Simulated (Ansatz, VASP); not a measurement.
# One calculation of BiO, two programs

```
CELL_PARAMETERS angstrom
4.15708 0.00000 0.00000
0.00000 4.15708 0.00000
0.00000 0.00000 4.75793
ATOMIC_POSITIONS crystal
Bi 0.50000 0.00000 0.75604
Bi 0.00000 0.50000 0.24396
O 0.00000 0.00000 0.00000
O 0.50000 0.50000 0.00000
```

Change from the starting cell: ordered vacancies on the anion sites of fluorite (P4/nmm, No. 129).

Alike in both runs: functional PBE; k mesh 12 × 12 × 10; occupations gaussian, width 0.1 eV; no spin polarisation.

Ansatz relaxed the structure, and its values are those at the end. VASP's run is a single point on that final structure, the one shown.

|  | VASP | Ansatz |
| --- | --- | --- |
| version | VASP 6.6.1 | Ansatz 0.2.0 |
| potentials or method | VASP PAW PBE potentials, release 64 (Bi_d, O), cutoff 520 eV | scalar-relativistic, plane waves, PAW |
| valence electrons in the cell | 42 | 42 |

|  | VASP | Ansatz | Ansatz less VASP |
| --- | --- | --- | --- |
| gap on the k mesh at the Fermi level (eV) | none | none | - |
| pressure (GPa) | 0.1 | 0.0 | -0.04 |
| rms of the force components (eV/Å) | 0.010 | 0.000 | -0.0099 |

A gap of «none» marks a metal or a gap that the smearing closes.

Spin-orbit coupling is off throughout.
